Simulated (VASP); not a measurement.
# TaAs (I4_1md) in VASP: notebook, part 2 of 2

VASP 6.6.1.

**3. Single point, PBE (strain -0.080 along x and y, +0.080 along z)**

INCAR

```
SYSTEM = TaAs
  PREC = Accurate
  ENCUT = 520
  EDIFF = 1E-7
  ISMEAR = 0
  SIGMA = 0.15
  LREAL = .FALSE.
  LASPH = .TRUE.
  NELM = 60
  ALGO = Normal
  ISIF = 2
  LWAVE = .FALSE.
  LCHARG = .FALSE.
  GGA = PE
  NBANDS = 24
```

KPOINTS

```
Automatic mesh
0
G
  20 20 20
  0 0 0
```

POSCAR

```
TaAs
1.0
   -1.5929326983      1.5929326983      6.3366774633
    1.5929326983     -1.5929326983      6.3366774633
    1.5929326983      1.5929326983     -6.3366774633
Ta As
2 2
Direct
    0.5001741996      0.0001741996      0.5000000000
    0.7501741996      0.7501741996      0.0000000000
    0.0824252204      0.5824252204      0.5000000000
    0.3324252204      0.3324252204      0.0000000000
```

Potentials or basis: VASP PAW PBE potentials, release 64 (Ta_pv, As).

Started as:

```bash
> cat potpaw_PBE.64/Ta_pv/POTCAR potpaw_PBE.64/As/POTCAR > POTCAR
> mpirun -np 1 vasp_std > vasp.out
```

OUTCAR:

```text
SYSTEM = TaAs
   PREC = Accurate
   ENCUT = 520
   EDIFF = 1E-7
   ISMEAR = 0
   LREAL = .FALSE.
   LASPH = .TRUE.
   NELM = 60
   ISIF = 2
   GGA = PE

 ion  position               nearest neighbor table
   1  0.500  0.000  0.500-   3 2.48   3 2.48   3 2.48   3 2.48   4 2.66   4 2.66   2 3.55   2 3.55
                             2 3.55   2 3.55
   2  0.750  0.750  0.000-   4 2.48   4 2.48   4 2.48   4 2.48   3 2.66   3 2.66   1 3.55   1 3.55
                             1 3.55   1 3.55
   3  0.082  0.582  0.500-   1 2.48   1 2.48   1 2.48   1 2.48   2 2.66   2 2.66
   4  0.332  0.332  0.000-   2 2.48   2 2.48   2 2.48   2 2.48   1 2.66   1 2.66

[... 852 lines left out ...]
  -------------------------------------------------------------------------------------
  Total       15.8968423     15.8968423      0.7711423      0.0000000      0.0000000      0.0000000
  in kB      396.0089496    396.0089496     19.2100577      0.0000000      0.0000000      0.0000000
  external PRESSURE =     270.4093190 kB  Pullay stress =       0.0000000 kB

 VOLUME and BASIS-vectors are now :
 -----------------------------------------------------------------------------
  energy-cutoff  :      520.00
  volume of cell :       64.32
      direct lattice vectors                 reciprocal lattice vectors
    -1.592932698  1.592932698  6.336677463     0.000000000  0.313886456  0.078905705
     1.592932698 -1.592932698  6.336677463     0.313886456  0.000000000  0.078905705
     1.592932698  1.592932698 -6.336677463     0.313886456  0.313886456  0.000000000

 POSITION                                       TOTAL-FORCE (eV/Angst)
 -----------------------------------------------------------------------------------
      0.00000      1.59293      0.00221         0.000000     -0.000000     -1.803513
      0.00000      0.00000      9.50722        -0.000000      0.000000     -1.803513
      1.59293      0.00000      1.04460         0.000000      0.000000      1.803513
      0.00000      0.00000      4.21294        -0.000000     -0.000000      1.803513
 -----------------------------------------------------------------------------------
    total drift:                                0.000000      0.000000      0.000429

  FREE ENERGIE OF THE ION-ELECTRON SYSTEM (eV)
  ---------------------------------------------------
  free  energy   TOTEN  =       -33.8807665605 eV

  energy  without entropy=      -33.8761162158  energy(sigma->0) =      -33.87844139
```

OSZICAR:

```text
N       E                     dE             d eps       ncg     rms          rms(c)
DAV:   1     0.245992103966E+03    0.24599E+03   -0.16609E+04 30792   0.131E+03
DAV:   2    -0.254688913751E+02   -0.27146E+03   -0.25962E+03 35928   0.358E+02
DAV:   3    -0.353619773979E+02   -0.98931E+01   -0.96830E+01 40416   0.625E+01
DAV:   4    -0.354811639505E+02   -0.11919E+00   -0.11908E+00 34856   0.699E+00
DAV:   5    -0.354824692774E+02   -0.13053E-02   -0.13049E-02 40320   0.654E-01    0.253E+01
DAV:   6    -0.340072811918E+02    0.14752E+01   -0.32558E+00 36488   0.119E+01    0.115E+01
DAV:   7    -0.338965136253E+02    0.11077E+00   -0.46423E-01 40032   0.452E+00    0.270E+00
DAV:   8    -0.338810508921E+02    0.15463E-01   -0.49540E-02 34200   0.128E+00    0.264E-01
DAV:   9    -0.338807835932E+02    0.26730E-03   -0.41498E-03 37184   0.404E-01    0.124E-01
DAV:  10    -0.338807740511E+02    0.95420E-05   -0.40927E-04 38200   0.154E-01    0.281E-02
DAV:  11    -0.338807687517E+02    0.52995E-05   -0.30636E-05 37056   0.371E-02    0.148E-02
DAV:  12    -0.338807665642E+02    0.21875E-05   -0.89495E-06 37896   0.204E-02    0.283E-03
DAV:  13    -0.338807666765E+02   -0.11228E-06   -0.94027E-07 37256   0.652E-03    0.948E-04
DAV:  14    -0.338807665512E+02    0.12526E-06   -0.44098E-08 20336   0.184E-03    0.234E-04
DAV:  15    -0.338807665605E+02   -0.92778E-08   -0.44531E-09 18184   0.504E-04
   1 F= -.33880767E+02 E0= -.33878441E+02  d E =-.465034E-02
```

Wall time 26 min (1 thread of Intel Xeon 6975P-C (Granite Rapids), shared host); peak memory 1 GiB.

What came out:

| Item | Value |
| --- | --- |
| Free energy | -33.8808 eV |
| Pressure | 27.0 GPa |
| Largest force | 1.804 eV/Å |
| Band gap on the k mesh | zero (bands 16 and 17 overlap by 0.79 eV) |

Forces in eV/Å, atoms in the order of the input:
```
Ta   0.000  0.000 -1.804
Ta   0.000  0.000 -1.804
As   0.000  0.000  1.804
As   0.000  0.000  1.804
```

Levels at points of the mesh, in eV from the Fermi level:
| k point | band 13 | band 14 | band 15 | band 16 | band 17 | band 18 | band 19 | band 20 |
| --- | --- | --- | --- | --- | --- | --- | --- | --- |
| (0.00, 0.00, 0.00) | -1.71 | -1.71 | -1.17 | -1.17 | 2.03 | 2.18 | 2.36 | 3.29 |
| (0.50, 0.00, 0.00) | -2.54 | -2.07 | -2.07 | -0.99 | 0.81 | 1.68 | 1.83 | 3.73 |
| (0.50, 0.50, 0.00) | -3.57 | -3.57 | -0.74 | -0.74 | 2.98 | 2.98 | 3.74 | 3.74 |
| (0.50, 0.50, 0.50) | -2.28 | -2.28 | -0.10 | -0.10 | 2.19 | 2.19 | 2.78 | 2.78 |

Caveat: the cell differs from its parent crystal (strain -0.080 along x and y, +0.080 along z); the stress differs along the axes, from 2 to 40 GPa; spin-orbit coupling is left out, which moves the levels of the heavy elements; forces of over 1 eV/Å act on the atoms, so gaps and moduli don't describe the material at rest.

**4. Single point, PBE (strain -0.080 along x and y, +0.040 along z)**

INCAR

```
PREC = Accurate
ENCUT = 520
EDIFF = 1E-7
ISMEAR = 0
SIGMA = 0.15
LREAL = False
LASPH = True
NELM = 60
ALGO = Normal
ISIF = 2
LWAVE = False
LCHARG = False
GGA = PE
NBANDS = 24
```

KPOINTS

```
Automatic mesh
0
Gamma
  20 20 20
```

POSCAR

```
TaAs
1.0
   -1.5929326983      1.5929326983      6.1019857054
    1.5929326983     -1.5929326983      6.1019857054
    1.5929326983      1.5929326983     -6.1019857054
Ta As
2 2
Direct
    0.5001741996      0.0001741996      0.5000000000
    0.7501741996      0.7501741996      0.0000000000
    0.0824252204      0.5824252204      0.5000000000
    0.3324252204      0.3324252204      0.0000000000
```

Started as:

```bash
> cat potpaw_PBE.64/Ta_pv/POTCAR potpaw_PBE.64/As/POTCAR > POTCAR
> mpirun -np 1 vasp_std > vasp.out
```

It took 21 min on 1 thread of Intel Xeon 6975P-C (Granite Rapids), shared host; peak memory 0.98 GiB.

The run converged. Its results:

| Property | Result |
| --- | --- |
| Free energy | -33.7711 eV |
| Pressure | 36.0 GPa |
| Largest force | 1.542 eV/Å |
| Band gap on the k mesh | zero (bands 16 and 17 overlap by 0.79 eV) |

Forces on the atoms (eV/Å):
```
Ta   0.000  0.000 -1.542
Ta   0.000  0.000 -1.542
As   0.000  0.000  1.542
As   0.000  0.000  1.542
```

Stress tensor (GPa, compression positive):
```
47.36  0.00  0.00
 0.00 47.36  0.00
 0.00  0.00 13.27
```

Levels at points of the mesh, in eV from the Fermi level:
| k point | band 13 | band 14 | band 15 | band 16 | band 17 | band 18 | band 19 | band 20 |
| --- | --- | --- | --- | --- | --- | --- | --- | --- |
| (0.00, 0.00, 0.00) | -1.97 | -1.97 | -1.33 | -1.33 | 1.84 | 2.27 | 2.39 | 3.61 |
| (0.50, 0.00, 0.00) | -2.60 | -2.29 | -2.14 | -0.86 | 0.62 | 1.81 | 1.97 | 3.71 |
| (0.50, 0.50, 0.00) | -3.65 | -3.65 | -0.88 | -0.88 | 3.26 | 3.26 | 4.04 | 4.04 |
| (0.50, 0.50, 0.50) | -2.58 | -2.58 | -0.18 | -0.18 | 2.05 | 2.05 | 2.76 | 2.76 |

Caveat: the cell differs from its parent crystal (strain -0.080 along x and y, +0.040 along z); the stress differs along the axes, from 13 to 47 GPa; spin-orbit coupling is left out, which moves the levels of the heavy elements; forces of over 1 eV/Å act on the atoms, so gaps and moduli don't describe the material at rest.

**5. The runs side by side**

| cell | gap on the mesh (eV) | pressure (GPa) | largest force (eV/Å) |
| --- | --- | --- | --- |
| a = 6.142 Å, angles 147.3, 147.3, 47.0°, 4 atoms | none | 7.9 | 0.35 |
| a = 6.725 Å, angles 152.6, 152.6, 39.1°, 4 atoms | none | 27.0 | 1.80 |
| a = 6.505 Å, angles 151.6, 151.6, 40.5°, 4 atoms | none | 36.0 | 1.54 |

Alike in all rows: task single point; level PBE; potentials or basis VASP PAW PBE potentials, release 64 (Ta_pv, As); no spin polarisation; k mesh 20 × 20 × 20; cutoff (eV) 520; smearing gaussian 0.15 eV.

Caveats: spin-orbit coupling is left out, which moves the levels of the heavy elements; forces of over 1 eV/Å act on the atoms, so gaps and moduli don't describe the material at rest (at least some runs); the stress differs along the axes, from 6 to 12 GPa (at least some runs); the stress differs along the axes, from 2 to 40 GPa (at least some runs); the stress differs along the axes, from 13 to 47 GPa (at least some runs).

Total energies depend on the potentials used, so only differences within one code and one set of settings carry meaning.
